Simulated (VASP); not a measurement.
# Lu3Si (Pm-3m) in VASP: a series of runs

Runs on Lu3Si. Level: PBE. Tasks: single point.

Everything below comes from runs of VASP 6.6.1. Logs are shortened: lines on timing, memory, paths and dates and some standing lists are left out, and cuts for length are marked.

## (1) The cell of the first run

The structure is cubic, space group Pm-3m (No. 221). Conventional cell: a = 4.449 Å, b = 4.449 Å, c = 4.449 Å, α = 90.00°, β = 90.00°, γ = 90.00°. Lu (site symmetry 4/mmm) has 8 Lu at 3.15 Å and 4 Si at 3.15 Å within 4.1 Å. Si (site symmetry m-3m) has 12 Lu at 3.15 Å within 4.1 Å.

## (2) Single point, PBE

Contents of INCAR:

```
PREC = Accurate
ENCUT = 520
EDIFF = 1E-6
ISMEAR = 0
SIGMA = 0.1
LREAL = False
LASPH = True
NELM = 60
ALGO = Normal
ISIF = 2
LWAVE = False
LCHARG = False
GGA = PE
NBANDS = 48
```

Contents of KPOINTS:

```
regular mesh
0
Gamma
  5 5 5
```

Contents of POSCAR:

```
Lu3Si
1.0
    4.4487109663      0.0000000000      0.0000000000
    0.0000000000      4.4487109663      0.0000000000
    0.0000000000      0.0000000000      4.4487109663
Lu Si
3 1
Direct
    0.0000000000      0.5000000000      0.5000000000
    0.5000000000      0.0000000000      0.5000000000
    0.5000000000      0.5000000000      0.0000000000
    0.0000000000      0.0000000000      0.0000000000
```

Potentials or basis: VASP PAW PBE potentials, release 64 (Lu, Si).

Run with:

```sh
$ cat potpaw_PBE.64/Lu/POTCAR potpaw_PBE.64/Si/POTCAR > POTCAR
$ mpirun -np 1 vasp_std > vasp.out
```

OUTCAR:

```text
PREC = Accurate
   ENCUT = 520
   EDIFF = 1E-6
   ISMEAR = 0
   LREAL = False
   LASPH = True
   NELM = 60
   ISIF = 2
   GGA = PE

 ion  position               nearest neighbor table
   1  0.000  0.500  0.500-   2 3.15   3 3.15   4 3.15   3 3.15   4 3.15   2 3.15   4 3.15   4 3.15
                             2 3.15   3 3.15   3 3.15   2 3.15
   2  0.500  0.000  0.500-   1 3.15   3 3.15   4 3.15   3 3.15   4 3.15   1 3.15   3 3.15   3 3.15
                             1 3.15   4 3.15   4 3.15   1 3.15
   3  0.500  0.500  0.000-   1 3.15   2 3.15   4 3.15   1 3.15   2 3.15   2 3.15   4 3.15   2 3.15
                             1 3.15   4 3.15   1 3.15   4 3.15
   4  0.000  0.000  0.000-   1 3.15   2 3.15   3 3.15   1 3.15   2 3.15   1 3.15   3 3.15   1 3.15
                             2 3.15   3 3.15   2 3.15   3 3.15

  LATTYP: Found a simple cubic cell.
 ALAT       =     4.4487109663

  Lattice vectors:

 A1 = (   4.4487109663,   0.0000000000,   0.0000000000)
 A2 = (   0.0000000000,   4.4487109663,   0.0000000000)
 A3 = (   0.0000000000,   0.0000000000,   4.4487109663)

Analysis of symmetry for initial positions (statically):
=====================================================================
 Subroutine PRICEL returns:
 Original cell was already a primitive cell.

 Routine SETGRP: Setting up the symmetry group for a
 simple cubic supercell.

 Subroutine GETGRP returns: Found 48 space group operations
 (whereof 48 operations were pure point group operations)
 out of a pool of 48 trial point group operations.

The static configuration has the point symmetry O_h .

Analysis of symmetry for dynamics (positions and initial velocities):
=====================================================================
 Subroutine PRICEL returns:
 Original cell was already a primitive cell.

 Routine SETGRP: Setting up the symmetry group for a
 simple cubic supercell.

 Subroutine GETGRP returns: Found 48 space group operations
 (whereof 48 operations were pure point group operations)
 out of a pool of 48 trial point group operations.

The dynamic configuration has the point symmetry O_h .

 Subroutine INISYM returns: Found 48 space group operations
 (whereof 48 operations are pure point group operations),
 and found     1 'primitive' translations

----------------------------------------------------------------------------------------

                                     Primitive cell

  volume of cell :      88.0446

  direct lattice vectors                    reciprocal lattice vectors
     4.448710966  0.000000000  0.000000000     0.224784214  0.000000000  0.000000000
     0.000000000  4.448710966  0.000000000     0.000000000  0.224784214  0.000000000
     0.000000000  0.000000000  4.448710966     0.000000000  0.000000000  0.224784214

  length of vectors
     4.448710966  4.448710966  4.448710966     0.224784214  0.224784214  0.224784214

  position of ions in fractional coordinates (direct lattice)
     0.000000000  0.500000000  0.500000000
     0.500000000  0.000000000  0.500000000
     0.500000000  0.500000000  0.000000000
     0.000000000  0.000000000  0.000000000

  ion indices of the primitive-cell ions
   primitive index   ion index
                 1           1
                 2           2
                 3           3
                 4           4

----------------------------------------------------------------------------------------

 KPOINTS: regular mesh

Automatic generation of k-mesh.
 Grid dimensions read from file:
 generate k-points for:    5    5    5

 Generating k-lattice:

  Cartesian coordinates                     Fractional coordinates (reciprocal lattice)
     0.044956843  0.000000000  0.000000000     0.200000000  0.000000000  0.000000000
     0.000000000  0.044956843  0.000000000     0.000000000  0.200000000  0.000000000
     0.000000000  0.000000000  0.044956843     0.000000000  0.000000000  0.200000000

  Length of vectors
     0.044956843  0.044956843  0.044956843

  Shift w.r.t. Gamma in fractional coordinates (k-lattice)
     0.000000000  0.000000000  0.000000000

 Subroutine IBZKPT returns following result:
 ===========================================

 Found     10 irreducible k-points:

 Following reciprocal coordinates:
            Coordinates               Weight
  0.000000  0.000000  0.000000      1.000000
  0.200000  0.000000  0.000000      6.000000
  0.400000  0.000000  0.000000      6.000000
  0.200000  0.200000  0.000000     12.000000
  0.400000  0.200000  0.000000     24.000000
  0.400000  0.400000  0.000000     12.000000
  0.200000  0.200000  0.200000      8.000000
  0.400000  0.200000  0.200000     24.000000
  0.400000  0.400000  0.200000     24.000000
  0.400000  0.400000  0.400000      8.000000
   k-points           NKPTS =     10   k-points in BZ     NKDIM =     10   number of bands    NBANDS=     48
   number of dos      NEDOS =    301   number of ions     NIONS =      4
   total plane-waves  NPLWV =  46656
   dimension x,y,z NGX =    36 NGY =   36 NGZ =   36
   dimension x,y,z NGXF=    72 NGYF=   72 NGZF=   72
   ions per type =               3   1
   NGX,Y,Z   is equivalent  to a cutoff of  13.45, 13.45, 13.45 a.u.
   NGXF,Y,Z  is equivalent  to a cutoff of  26.91, 26.91, 26.91 a.u.
 SYSTEM =  unknown system
   PREC   = accura    normal or accurate (medium, high low for compatibility)
   ISTART =      0    job   : 0-new  1-cont  2-samecut
   ICHARG =      2    charge: 1-file 2-atom 10-const
   ISPIN  =      1    spin polarized calculation?
   LNONCOLLINEAR =      F non collinear calculations
   LSORBIT =      F    spin-orbit coupling
   LASPH  =      T    aspherical Exc in radial PAW
   ENCUT  =  520.0 eV  38.22 Ry    6.18 a.u.   8.27  8.27  8.27*2*pi/ulx,y,z
   NELM   =     60;   NELMIN=  2; NELMDL= -5     # of ELM steps
   EDIFF  = 0.1E-05   stopping-criterion for ELM
   LREAL  =      F    real-space projection
   EDIFFG = 0.1E-04   stopping-criterion for IOM
   NSW    =      0    number of steps for IOM
   IBRION =     -1    ionic relax: 0-MD 1-quasi-New 2-CG
   NFREE  =      0    steps in history (QN), initial steepest desc. (CG)
   ISIF   =      2    stress and relaxation
   ISYM   =      2    0-nonsym 1-usesym 2-fastsym
   POTIM  = 0.5000    time-step for ionic-motion
   TEBEG  =    0.0;   TEEND  =   0.0 temperature during run
   PSTRESS=    0.0 pullay stress
   NELECT =      79.0000    total number of electrons
   NUPDOWN=      -1.0000    fix difference up-down
   EMIN   =  10.00;   EMAX   =-10.00  energy-range for DOS
   EFERMI =   0.00;   METHOD = LEGACY
   ISMEAR =     0;   SIGMA  =   0.10  broadening in eV -4-tet -1-fermi 0-gaus
   EFERMI_NEDOS =   21; number of points for ismear=-14 and -15
   IALGO  =     38    algorithm
   IMIX   =      4    mixing-type and parameters
     AMIX     =   0.40;   BMIX     =  1.00
     AMIX_MAG =   1.60;   BMIX_MAG =  1.00
  volume/ion in A,a.u.               =      22.01       148.54
  Fermi-wavevector in a.u.,A,eV,Ry     =   1.579003  2.983883 33.922740  2.493251
  Thomas-Fermi vector in A             =   2.679448
   LORBIT       =      0    0 simple, 1 ext, 2 COOP (PROOUT), +10 PAW based schemes
   GGA     = PE    functional components
   LHFCALC =     F    Hartree Fock is set to
   AEXX    =    0.0000 exact exchange contribution
   IVDW    =     0    specifies the selected vdW correction
   LEPSILON=     F    determine dielectric tensor
   LRPA    =     F    only Hartree local field effects (RPA)
 non-spin polarized calculation
 Gauss-broadening in eV      SIGMA  =   0.10
  energy-cutoff  :      520.00
  volume of cell :       88.04
 maximum number of plane-waves:      2393
 NGX is ok and might be reduce to    36
   NGX = 17   NGY = 17   NGZ = 17

 number of electron      78.9999951 magnetization

 Free energy of the ion-electron system (eV)
  ---------------------------------------------------
  ext. energy  EPLUGINS =         0.00000000
  ---------------------------------------------------
  free energy    TOTEN  =       -19.82890634 eV

  energy without entropy =      -19.81072036  energy(sigma->0) =      -19.81981335

 E-fermi :   4.0814     XC(G=0): -11.4706

 val. band max:        4.0368357269   @ k =   0.4000   0.4000   0.0000
 cond. band min:       4.1894896105   @ k =   0.4000   0.2000   0.2000
 fundamental gap:      0.1526538836
 Fermi energy:         4.0814482683

 k-point     1 :       0.0000    0.0000    0.0000
  band No.  band energies     occupation
      1     -51.9529      2.00000
      2     -51.8506      2.00000
      3     -51.8506      2.00000
      4     -23.0307      2.00000
      5     -23.0307      2.00000
      6     -23.0307      2.00000
[... 40 lines left out ...]
     47       7.7955      0.00000
     48      10.4445      0.00000

 k-point     2 :       0.2000    0.0000    0.0000
  band No.  band energies     occupation
      1     -51.9443      2.00000
      2     -51.8592      2.00000
      3     -51.8505      2.00000
      4     -22.9891      2.00000
      5     -22.9891      2.00000
      6     -22.9670      2.00000
[... 40 lines left out ...]
     47       8.2377      0.00000
     48       9.2018      0.00000

 k-point     3 :       0.4000    0.0000    0.0000
  band No.  band energies     occupation
      1     -51.9243      2.00000
      2     -51.8791      2.00000
      3     -51.8504      2.00000
      4     -22.9021      2.00000
      5     -22.9021      2.00000
      6     -22.7913      2.00000
[... 40 lines left out ...]
     47       7.8170      0.00000
     48       7.8171      0.00000

 k-point     4 :       0.2000    0.2000    0.0000
  band No.  band energies     occupation
      1     -51.9364      2.00000
      2     -51.8623      2.00000
      3     -51.8552      2.00000
      4     -23.0185      2.00000
      5     -22.9460      2.00000
      6     -22.8557      2.00000
[... 40 lines left out ...]
     47       8.2319      0.00000
     48       8.5138      0.00000

 k-point     5 :       0.4000    0.2000    0.0000
  band No.  band energies     occupation
      1     -51.9177      2.00000
      2     -51.8792      2.00000
      3     -51.8568      2.00000
      4     -22.9595      2.00000
      5     -22.8532      2.00000
      6     -22.7861      2.00000
[... 40 lines left out ...]
     47       8.4389      0.00000
     48       8.4421      0.00000

 k-point     6 :       0.4000    0.4000    0.0000
  band No.  band energies     occupation
      1     -51.9011      2.00000
      2     -51.8812      2.00000
      3     -51.8711      2.00000
      4     -22.9889      2.00000
      5     -22.9134      2.00000
      6     -22.7337      2.00000
[... 40 lines left out ...]
     47       8.1509      0.00000
     48       8.4399      0.00000

 k-point     7 :       0.2000    0.2000    0.2000
  band No.  band energies     occupation
      1     -51.9292      2.00000
      2     -51.8622      2.00000
      3     -51.8622      2.00000
      4     -23.0738      2.00000
      5     -22.8369      2.00000
      6     -22.8369      2.00000
[... 40 lines left out ...]
     47       8.5541      0.00000
     48       8.5542      0.00000

 k-point     8 :       0.4000    0.2000    0.2000
  band No.  band energies     occupation
      1     -51.9121      2.00000
      2     -51.8792      2.00000
      3     -51.8621      2.00000
      4     -23.0609      2.00000
      5     -22.8177      2.00000
      6     -22.7975      2.00000
[... 40 lines left out ...]
     47       8.2446      0.00000
     48       8.2500      0.00000

 k-point     9 :       0.4000    0.4000    0.2000
  band No.  band energies     occupation
      1     -51.8982      2.00000
      2     -51.8811      2.00000
      3     -51.8738      2.00000
      4     -23.1263      2.00000
      5     -22.9239      2.00000
      6     -22.8031      2.00000
[... 40 lines left out ...]
     47       7.7714      0.00000
     48       8.3578      0.00000

 k-point    10 :       0.4000    0.4000    0.4000
  band No.  band energies     occupation
      1     -51.8907      2.00000
      2     -51.8810      2.00000
      3     -51.8810      2.00000
      4     -23.2589      2.00000
      5     -22.9268      2.00000
      6     -22.9195      2.00000
[... 40 lines left out ...]
     47       7.5261      0.00000
     48       8.3325      0.00000

------------------------ aborting loop because EDIFF is reached ----------------------------------------

  FORCE on cell =-STRESS in cart. coord.  units (eV):
  Direction    XX          YY          ZZ          XY          YZ          ZX
  --------------------------------------------------------------------------------------
  -------------------------------------------------------------------------------------
  Total        2.0960962      2.0960962      2.0960962      0.0000000      0.0000000      0.0000000
  in kB       38.1433834     38.1433834     38.1433834      0.0000000      0.0000000      0.0000000
  external PRESSURE =      38.1433834 kB  Pullay stress =       0.0000000 kB

 VOLUME and BASIS-vectors are now :
 -----------------------------------------------------------------------------
  energy-cutoff  :      520.00
  volume of cell :       88.04
      direct lattice vectors                 reciprocal lattice vectors
     4.448710966  0.000000000  0.000000000     0.224784214  0.000000000  0.000000000
     0.000000000  4.448710966  0.000000000     0.000000000  0.224784214  0.000000000
     0.000000000  0.000000000  4.448710966     0.000000000  0.000000000  0.224784214

 POSITION                                       TOTAL-FORCE (eV/Angst)
 -----------------------------------------------------------------------------------
      0.00000      2.22436      2.22436         0.000000      0.000000      0.000000
      2.22436      0.00000      2.22436         0.000000      0.000000      0.000000
      2.22436      2.22436      0.00000         0.000000      0.000000      0.000000
      0.00000      0.00000      0.00000         0.000000      0.000000      0.000000
 -----------------------------------------------------------------------------------
    total drift:                                0.000000      0.000000      0.000000

  FREE ENERGIE OF THE ION-ELECTRON SYSTEM (eV)
  ---------------------------------------------------
  free  energy   TOTEN  =       -19.8289063406 eV

  energy  without entropy=      -19.8107203595  energy(sigma->0) =      -19.81981335
```

It took 20 s on 1 thread of Intel Xeon 6975P-C (Granite Rapids), shared host; peak memory 0.22 GiB.

What came out:

| Item | Value |
| --- | --- |
| Free energy | -19.8289 eV |
| Pressure | 3.8 GPa |

Caveat: spin-orbit coupling is left out, which moves the levels of the heavy elements.

(Continued in part 2 of 2.)
